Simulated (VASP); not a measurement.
Write the native input for VASP 6.6.1 that does the following.

```yaml
Task: single point
Functional: PBE
Potentials_or_basis: VASP PAW PBE potentials, release 64 (Si, C)
Cutoff: 520 eV
k_mesh: 8 × 8 × 8
Occupations: gaussian, width 0.01 eV
Spin: no spin polarisation
Dipole_correction: no
Further_INCAR_settings: ALGO = Normal; EDIFF = 1e-06; NBANDS = 11
```

The structure of SiC (Moissanite 3C) lies in POSCAR:

```
SiC
1.0
    0.0000000000      2.1897582745      2.1897582745
    2.1897582745      0.0000000000      2.1897582745
    2.1897582745      2.1897582745      0.0000000000
Si C
1 1
Direct
    0.0000000000      0.0000000000      0.0000000000
    0.2500000000      0.2500000000      0.2500000000
```

These files were run (other wordings do the same):

INCAR

```
SYSTEM = SiC
PREC = Accurate
ENCUT = 520
EDIFF = 1E-6
ISMEAR = 0
SIGMA = 0.01
LREAL = .False.
LASPH = .True.
NELM = 100
ALGO = Normal
ISIF = 2
LWAVE = .False.
LCHARG = .False.
GGA = PE
NBANDS = 11
```

KPOINTS

```
regular mesh
0
Gamma
  8 8 8
  0 0 0
```

Potentials or basis: VASP PAW PBE potentials, release 64 (Si, C).

Command:

```console
$ cat potpaw_PBE.64/Si/POTCAR potpaw_PBE.64/C/POTCAR > POTCAR
$ mpirun -np 1 vasp_std > vasp.out
```

Results of the run:

```
Pressure               : 0.0 GPa
Band gap on the k mesh : 1.37 eV, indirect (least direct gap 4.53 eV)
```

Wall time 7.6 s on 1 thread of AMD EPYC 7R43 64-Core Processor (Zen 3), with other jobs on the host, peak memory 0.1 GiB.
